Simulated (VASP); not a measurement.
## NiO: single point with PBE

Crystal: NiO.

```
Ni O
1.0
     0.00000    2.08590    2.08590
     2.08590    0.00000    2.08590
     2.08590    2.08590    0.00000
Ni O
1 1
Direct
  0.00000 0.00000 0.00000
  0.50000 0.50000 0.50000
```

- Program: VASP 6.6.1
- Task: single point
- Functional: PBE
- Potentials or basis: VASP PAW PBE potentials, release 64 (Ni, O)
- Cutoff: 520 eV
- k mesh: 6 × 6 × 6
- Occupations: fermi-dirac, width 0.05 eV
- Spin: collinear spin, ferromagnetic start
- Starting moments: [1.0, 0.0] μB

* Pressure: 5.4 GPa
* Net moment: 1.72 μB per cell
* Site moments: Ni +1.42; O +0.26 μB
* Valence electrons inside the program's atomic spheres: Ni 8.99; O 4.98

Levels at points of the mesh, in eV from the Fermi level:
Spin up:
```
           k point  band 7  band 8  band 9  band 10  band 11  band 12
(0.00, 0.00, 0.00)   -2.72   -2.72   -2.72     1.47    17.79    18.87
(0.50, 0.00, 0.00)   -1.48    0.23    0.23     5.52     9.92    13.96
(0.50, 0.50, 0.00)   -2.29   -1.71   -1.71     6.08    10.51    12.16
```
Spin down:
| k point | band 5 | band 6 | band 7 | band 8 | band 9 | band 10 |
| --- | --- | --- | --- | --- | --- | --- |
| (0.00, 0.00, 0.00) | -1.92 | -1.92 | -1.92 | -0.69 | -0.69 | 1.82 |
| (0.50, 0.00, 0.00) | -1.02 | -1.02 | -0.65 | 2.14 | 2.14 | 5.69 |
| (0.50, 0.50, 0.00) | -2.90 | -0.83 | -0.83 | -0.26 | 0.28 | 6.53 |

It took 7 s on 1 thread of Intel(R) Xeon(R) 6975P-C (Granite Rapids), on a shared host, peak memory 0.14 GiB.

Caveat: the k points lie up to 0.43 Å⁻¹ apart; a cell with one magnetic atom can't hold antiferromagnetic order, which such compounds often take; semilocal functionals often make such compounds metallic where correlation or magnetic order opens a gap, which also shifts bond lengths. With open d or f shells a metallic result of PBE can be an artefact of self-interaction; +U or a hybrid may open a gap.
